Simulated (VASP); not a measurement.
# Se (R-3m) in VASP: further runs

Runs on Se. Level: PBE. Tasks: single point, relaxation of shape and atoms at fixed volume.

Program: VASP 6.6.1. These are calculated values, not measurements. Logs are shortened: lines on timing, memory, paths and dates and some standing lists are left out, and cuts for length are marked.

## Step 1: The cell of the first run

The typed cell holds 2 atoms: a = 4.004 Å, b = 4.004 Å, c = 4.004 Å, α = 59.96°, β = 59.96°, γ = 59.96°.

## Step 2: Single point, PBE

INCAR

```
SYSTEM = Se
PREC     = Accurate       ! precision mode
ENCUT    = 520            ! plane-wave cutoff, eV
EDIFF    = 1E-6           ! SCF threshold, eV
ISMEAR   = -1             ! smearing method
SIGMA    = 0.08           ! smearing width, eV
LREAL    = .False.        ! projectors in reciprocal space
LASPH    = .True.         ! aspherical terms in the spheres
NELM     = 60             ! most SCF steps
ALGO     = Normal         ! electronic algorithm
ISIF     = 2              ! what is computed and relaxed
LWAVE    = .False.        ! write WAVECAR
LCHARG   = .False.        ! write CHGCAR
GGA      = PE             ! functional
NBANDS   = 13             ! bands
```

KPOINTS

```
regular mesh
0
Gamma
  13 13 13
  0 0 0
```

POSCAR

```
Se
1.0
    2.0009041213     -1.1552225331      3.2705095022
    0.0000000000      2.3104450661      3.2705095022
   -2.0009041213     -1.1552225331      3.2705095022
Se
2
Direct
    0.2499989885      0.2499989885      0.2499989885
   -0.2499989885     -0.2499989885     -0.2499989885
```

Potentials or basis: VASP PAW PBE potentials, release 64 (Se).

Launch:

```
cat potpaw_PBE.64/Se/POTCAR > POTCAR
mpirun -np 1 vasp_std > vasp.out
```

OUTCAR:

```text
SYSTEM = Se
   PREC = Accurate
   ENCUT = 520
   EDIFF = 1E-6
   ISMEAR = -1
   LREAL = .False.
   LASPH = .True.
   NELM = 60
   ISIF = 2
   GGA = PE

 ion  position               nearest neighbor table
   1  0.250  0.250  0.250-
   2  0.750  0.750  0.750-

  LATTYP: Found a trigonal (rhomboedric) cell.
 ALAT       =     4.0042962937
 COS(alpha) =     0.5006211524

  Lattice vectors:

 A1 = (   2.0009041213,  -1.1552225331,   3.2705095022)
 A2 = (   0.0000000000,   2.3104450661,   3.2705095022)
 A3 = (  -2.0009041213,  -1.1552225331,   3.2705095022)

Analysis of symmetry for initial positions (statically):
=====================================================================
 Subroutine PRICEL returns following result:

  LATTYP: Found a trigonal (rhomboedric) cell.
 ALAT       =     2.8305740742
 COS(alpha) =     0.0006134414

  Lattice vectors:

 A1 = (  -2.0009041213,  -1.1552225331,  -1.6352349024)
 A2 = (   0.0000000000,   2.3104450661,  -1.6352349024)
 A3 = (   2.0009041213,  -1.1552225330,  -1.6352745998)

   2 primitive cells build up your supercell.

 Routine SETGRP: Setting up the symmetry group for a
 trigonal (rhombohedral) supercell.

 Subroutine GETGRP returns: Found 12 space group operations
 (whereof 12 operations were pure point group operations)
 out of a pool of 12 trial point group operations.

The static configuration has the point symmetry D_3d.

Analysis of symmetry for dynamics (positions and initial velocities):
=====================================================================
 Subroutine PRICEL returns following result:

  LATTYP: Found a trigonal (rhomboedric) cell.
 ALAT       =     2.8305740742
 COS(alpha) =     0.0006134414

  Lattice vectors:

 A1 = (  -2.0009041213,  -1.1552225331,  -1.6352349024)
 A2 = (   0.0000000000,   2.3104450661,  -1.6352349024)
 A3 = (   2.0009041213,  -1.1552225330,  -1.6352745998)

   2 primitive cells build up your supercell.

 Routine SETGRP: Setting up the symmetry group for a
 trigonal (rhombohedral) supercell.

 Subroutine GETGRP returns: Found 12 space group operations
 (whereof 12 operations were pure point group operations)
 out of a pool of 12 trial point group operations.

The dynamic configuration has the point symmetry D_3d.

 Subroutine INISYM returns: Found 12 space group operations
 (whereof 12 operations are pure point group operations),
 and found     2 'primitive' translations

----------------------------------------------------------------------------------------

                                     Primitive cell

  volume of cell :      22.6792

  direct lattice vectors                    reciprocal lattice vectors
    -2.000904121 -1.155222533 -1.635234902    -0.249889058 -0.144271180 -0.203842662
     0.000000000  2.310445066 -1.635234902    -0.000002022  0.288545862 -0.203842662
     2.000904121 -1.155222533 -1.635274600     0.249885014 -0.144271180 -0.203842662

  length of vectors
     2.830574074  2.830574074  2.830597008     0.353285360  0.353285360  0.353282500

  position of ions in fractional coordinates (direct lattice)
     0.500000000  0.500000000  0.500000000

  ion indices of the primitive-cell ions
   primitive index   ion index
                 1           1

----------------------------------------------------------------------------------------

 KPOINTS: regular mesh

Automatic generation of k-mesh.
 Grid dimensions read from file:
 generate k-points for:   13   13   13

 Generating k-lattice:

  Cartesian coordinates                     Fractional coordinates (reciprocal lattice)
     0.019222080 -0.011097873  0.007840071     0.076923077 -0.000000000 -0.000000000
     0.000000000  0.022195746  0.007840071    -0.000000000  0.076923077 -0.000000000
    -0.019222080 -0.011097873  0.007840071    -0.000000000 -0.000000000  0.076923077

  Length of vectors
     0.023539708  0.023539708  0.023539708

  Shift w.r.t. Gamma in fractional coordinates (k-lattice)
     0.000000000  0.000000000  0.000000000

 Subroutine IBZKPT returns following result:
 ===========================================

 Found    231 irreducible k-points:

 Following reciprocal coordinates:
            Coordinates               Weight
  0.000000  0.000000  0.000000      1.000000
  0.076923  0.000000  0.000000      6.000000
  0.153846  0.000000  0.000000      6.000000
  0.230769  0.000000  0.000000      6.000000
  0.307692  0.000000  0.000000      6.000000
  0.384615  0.000000  0.000000      6.000000
[... 16 lines left out ...]
  0.384615  0.153846 -0.000000     12.000000
  0.461538  0.153846  0.000000     12.000000
 [... further k-points ...]
   k-points           NKPTS =    231   k-points in BZ     NKDIM =    231   number of bands    NBANDS=     13
   number of dos      NEDOS =    301   number of ions     NIONS =      2
   total plane-waves  NPLWV =  27000
   dimension x,y,z NGX =    30 NGY =   30 NGZ =   30
   dimension x,y,z NGXF=    60 NGYF=   60 NGZF=   60
   ions per type =               2
   NGX,Y,Z   is equivalent  to a cutoff of  12.46, 12.46, 12.46 a.u.
   NGXF,Y,Z  is equivalent  to a cutoff of  24.91, 24.91, 24.91 a.u.
 SYSTEM =  Se
   PREC   = accura    normal or accurate (medium, high low for compatibility)
   ISTART =      0    job   : 0-new  1-cont  2-samecut
   ICHARG =      2    charge: 1-file 2-atom 10-const
   ISPIN  =      1    spin polarized calculation?
   LNONCOLLINEAR =      F non collinear calculations
   LSORBIT =      F    spin-orbit coupling
   LASPH  =      T    aspherical Exc in radial PAW
   ENCUT  =  520.0 eV  38.22 Ry    6.18 a.u.   7.45  7.45  7.45*2*pi/ulx,y,z
   NELM   =     60;   NELMIN=  2; NELMDL= -5     # of ELM steps
   EDIFF  = 0.1E-05   stopping-criterion for ELM
   LREAL  =      F    real-space projection
   EDIFFG = 0.1E-04   stopping-criterion for IOM
   NSW    =      0    number of steps for IOM
   IBRION =     -1    ionic relax: 0-MD 1-quasi-New 2-CG
   NFREE  =      0    steps in history (QN), initial steepest desc. (CG)
   ISIF   =      2    stress and relaxation
   ISYM   =      2    0-nonsym 1-usesym 2-fastsym
   POTIM  = 0.5000    time-step for ionic-motion
   TEBEG  =    0.0;   TEEND  =   0.0 temperature during run
   PSTRESS=    0.0 pullay stress
   NELECT =      12.0000    total number of electrons
   NUPDOWN=      -1.0000    fix difference up-down
   EMIN   =  10.00;   EMAX   =-10.00  energy-range for DOS
   EFERMI =   0.00;   METHOD = LEGACY
   ISMEAR =    -1;   SIGMA  =   0.08  broadening in eV -4-tet -1-fermi 0-gaus
   EFERMI_NEDOS =   21; number of points for ismear=-14 and -15
   IALGO  =     38    algorithm
   IMIX   =      4    mixing-type and parameters
     AMIX     =   0.40;   BMIX     =  1.00
     AMIX_MAG =   1.60;   BMIX_MAG =  1.00
  volume/ion in A,a.u.               =      22.68       153.05
  Fermi-wavevector in a.u.,A,eV,Ry     =   1.050951  1.986009 15.027602  1.104498
  Thomas-Fermi vector in A             =   2.185974
   LORBIT       =      0    0 simple, 1 ext, 2 COOP (PROOUT), +10 PAW based schemes
   GGA     = PE    functional components
   LHFCALC =     F    Hartree Fock is set to
   AEXX    =    0.0000 exact exchange contribution
   IVDW    =     0    specifies the selected vdW correction
   LEPSILON=     F    determine dielectric tensor
   LRPA    =     F    only Hartree local field effects (RPA)
 non-spin polarized calculation
  energy-cutoff  :      520.00
  volume of cell :       45.36
 maximum number of plane-waves:      1243
 NGX is ok and might be reduce to    30
   NGX = 15   NGY = 15   NGZ = 15

 number of electron      12.0000002 magnetization

 Free energy of the ion-electron system (eV)
  ---------------------------------------------------
  ext. energy  EPLUGINS =         0.00000000
  ---------------------------------------------------
  free energy    TOTEN  =        -6.66927417 eV

  energy without entropy =       -6.64830792  energy(sigma->0) =       -6.65879104

 E-fermi :   4.6513     XC(G=0):  -9.9025

 val. band max:        4.6298538091   @ k =  -0.3846   0.3846   0.3846
 cond. band min:       4.6599539534   @ k =  -0.1538   0.2308   0.1538
 fundamental gap:      0.0301001442
 Fermi energy:         4.6512938576

 k-point     1 :       0.0000    0.0000    0.0000
  band No.  band energies     occupation
      1     -11.3531      2.00000
      2      -5.1954      2.00000
      3       1.3420      2.00000
      4       1.3518      2.00000
      5       1.3518      2.00000
      6       6.0365      0.00000
      7       6.0365      0.00000
      8       6.0414      0.00000
      9      10.5170      0.00000
     10      10.5301      0.00000
     11      10.5301      0.00000
     12      12.4268      0.00000
     13      12.4268      0.00000

 k-point     2 :       0.0769    0.0000    0.0000
  band No.  band energies     occupation
      1     -11.2903      2.00000
      2      -5.3400      2.00000
      3       1.3610      2.00000
      4       1.3697      2.00000
      5       1.4018      2.00000
      6       5.8174      0.00000
      7       5.8207      0.00000
      8       5.8288      0.00000
      9      10.4938      0.00000
     10      10.6571      0.00000
     11      10.6689      0.00000
     12      12.7752      0.00000
     13      12.7757      0.00000

 k-point     3 :       0.1538    0.0000    0.0000
  band No.  band energies     occupation
      1     -11.1028      2.00000
      2      -5.7438      2.00000
      3       1.4196      2.00000
      4       1.4276      2.00000
      5       1.5364      2.00000
      6       5.2749      0.00082
      7       5.2773      0.00080
      8       5.3112      0.00052
      9      10.5188      0.00000
     10      11.0680      0.00000
     11      11.0803      0.00000
     12      13.6506      0.00000
     13      13.7037      0.00000
[... 305 lines left out ...]
 k-point    23 :       0.3846    0.1538   -0.0000
  band No.  band energies     occupation
      1     -10.0361      2.00000
      2      -7.3012      2.00000
      3       0.7500      2.00000
      4       0.8188      2.00000
      5       1.0103      2.00000
      6       4.4222      1.89210
      7       5.2110      0.00183
      8       5.3062      0.00056
      9      10.0307      0.00000
     10      14.1363      0.00000
     11      14.6043      0.00000
     12      15.0470      0.00000
     13      15.6758      0.00000

 k-point    24 :       0.4615    0.1538    0.0000
  band No.  band energies     occupation
      1      -9.5071      2.00000
      2      -7.9735      2.00000
      3       0.4879      2.00000
      4       0.9317      2.00000
      5       1.0131      2.00000
      6       4.6175      1.20795
      7       4.7666      0.38253
      8       4.9181      0.06876
      9      10.8931      0.00000
     10      14.5958      0.00000
     11      15.1796      0.00000
     12      15.9114      0.00000
     13      16.3874      0.00000

 [... further k-points ...]
[... 5 lines left out ...]
  --------------------------------------------------------------------------------------
  -------------------------------------------------------------------------------------
  Total        0.0079684      0.0079684      0.0029941     -0.0000000     -0.0000000      0.0000000
  in kB        0.2814638      0.2814638      0.1057602     -0.0000000     -0.0000000      0.0000000
  external PRESSURE =       0.2228960 kB  Pullay stress =       0.0000000 kB

 VOLUME and BASIS-vectors are now :
 -----------------------------------------------------------------------------
  energy-cutoff  :      520.00
  volume of cell :       45.36
      direct lattice vectors                 reciprocal lattice vectors
     2.000904121 -1.155222533  3.270509502     0.249887036 -0.144272347  0.101920919
     0.000000000  2.310445066  3.270509502     0.000000000  0.288544695  0.101920919
    -2.000904121 -1.155222533  3.270509502    -0.249887036 -0.144272347  0.101920919

 POSITION                                       TOTAL-FORCE (eV/Angst)
 -----------------------------------------------------------------------------------
      0.00000     -0.00000      2.45287         0.000000      0.000000      0.000000
      0.00000     -0.00000      7.35866         0.000000      0.000000      0.000000
 -----------------------------------------------------------------------------------
    total drift:                               -0.000000     -0.000000      0.000000

  FREE ENERGIE OF THE ION-ELECTRON SYSTEM (eV)
  ---------------------------------------------------
  free  energy   TOTEN  =        -6.6692741671 eV

  energy  without entropy=       -6.6483079160  energy(sigma->0) =       -6.65879104
```

Wall time 49 s (1 thread of AMD EPYC 9R45 (Zen 5), shared host); peak memory 0.22 GiB.

What came out:

```
Free energy            : -6.6693 eV
Pressure               : 0.0 GPa
Band gap on the k mesh : zero (band 6 reaches 7.41 eV, above the bottom of band 7 at 2.76 eV)
```

## Step 3: Relaxation of shape and atoms at fixed volume, PBE

This run uses another cell than the first one, of 9.07 Å³/atom, 0.400 times its volume.

INCAR

```
SYSTEM = Se
PREC = Accurate
ENCUT = 600
EDIFF = 1E-6
ISMEAR = -1
SIGMA = 0.08
LREAL = .FALSE.
LASPH = .TRUE.
NELM = 60
ALGO = Normal
ISIF = 4
LWAVE = .FALSE.
LCHARG = .FALSE.
GGA = PE
IBRION = 2
NSW = 50
EDIFFG = -0.005
```

KPOINTS

```
regular mesh
0
G
  13 13 13
  0 0 0
```

POSCAR

```
Se
1.0
    1.4742787617     -0.8511752400      2.4097320045
    0.0000000000      1.7023504799      2.4097320045
   -1.4742787617     -0.8511752400      2.4097320045
Se
2
Direct
    0.2499989885      0.2499989885      0.2499989885
   -0.2499989885     -0.2499989885     -0.2499989885
```

Potentials or basis: VASP PAW PBE potentials, release 64 (Se).

Launch:

```
cat potpaw_PBE.64/Se/POTCAR > POTCAR
mpirun -np 1 vasp_std > vasp.out
```

Run time: 2.6 min. Hardware: 1 thread of AMD EPYC 9R45 (Zen 5), shared host; peak memory 0.15 GiB.

Results (log left out):

* Free energy: 6.0795 eV
* Energy gained by relaxing: 1731.1 meV/atom
* Ionic steps: 15
* Pressure after relaxing: 343.9 GPa
* Band gap on the k mesh: zero (band 6 reaches 29.30 eV, above the bottom of band 7 at 12.90 eV)

The path:
| step | energy change (eV) | largest force (eV/Å) | pressure (GPa) | volume (Å³) |
| --- | --- | --- | --- | --- |
| 1 | 0.0000 | 0.0000 | 408.25 | 18.14 |
| 2 | 0.0000 | 0.0000 | 408.25 | 18.14 |
| 3 | -0.0004 | 0.0000 | 408.24 | 18.14 |
| 4 | -0.0020 | 0.0000 | 408.18 | 18.14 |
| 5 | -0.0089 | 0.0000 | 407.47 | 18.14 |
| 6 | -0.0419 | 0.0000 | 405.54 | 18.14 |
| 7 | -0.1889 | 0.0000 | 404.35 | 18.14 |
| 8 | -0.6211 | 0.0000 | 404.77 | 18.14 |
| 9 | -1.9292 | 0.0000 | 384.70 | 18.14 |
| 10 | -3.3821 | 0.0000 | 345.07 | 18.14 |
| 11 | -3.3804 | 0.0000 | 344.84 | 18.14 |
| 12 | -3.4613 | 0.0000 | 343.94 | 18.14 |
| 13 | -3.4613 | 0.0000 | 343.83 | 18.14 |
| 14 | -3.4615 | 0.0000 | 343.93 | 18.14 |
| 15 | -3.4623 | 0.0000 | 343.86 | 18.14 |

Final structure:
```
Se
1.0
     1.16983   -0.67540    3.82722
     0.00000    1.35080    3.82722
    -1.16983   -0.67540    3.82722
Se
2
Direct
  0.25000 0.25000 0.25000
  0.75000 0.75000 0.75000
```

Levels at points of the mesh, in eV from the Fermi level:
```csv
k point,band 4,band 5,band 6,band 7,band 8,band 9
"(0.00, 0.00, 0.00)",6.08,6.08,10.02,10.11,10.11,12.18
```
